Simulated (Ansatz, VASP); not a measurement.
## Two plane-wave programs on AlCo3

```
CELL_PARAMETERS angstrom
3.51435 0.00000 0.00000
0.00000 3.51435 0.00000
0.00000 0.00000 3.51435
ATOMIC_POSITIONS crystal
Al 0.00000 0.00000 0.00000
Co 0.50000 0.50000 0.00000
Co 0.50000 0.00000 0.50000
Co 0.00000 0.50000 0.50000
```

Alike in both runs: task single point; functional LDA; k mesh 7 × 7 × 7; collinear spin.

|  | VASP | Ansatz |
| --- | --- | --- |
| version | VASP 6.6.1 | Ansatz 0.2.0 |
| potentials or method | VASP PAW LDA potentials, release 64 (Al, Co), cutoff 520 eV | plane waves, PAW |
| occupations | methfessel-paxton of order 1, width 0.15 eV | cold, width 0.15 eV |
| valence electrons in the cell | 30 | 54 |

Ansatz gave:

```
net moment per atom (μB)                                      : 0.92
size of the moment on the site where the two differ most (μB) : 1.26
```

**Question.** Estimate VASP's values.

**Answer.** net moment per atom (μB): 0.42; size of the moment on the site where the two differ most (μB): 0.56.

The net moments are unlike, so the other rows may belong to different states. LDA's correlation is that of Perdew and Zunger in VASP and of Perdew and Wang (1992) in Ansatz. Site moments also hang on the region over which each program counts them. VASP's potentials hold 30 valence electrons a cell and Ansatz's 54, so a difference there can come from the potentials and not from the codes. Ansatz's warnings: stability check not made.
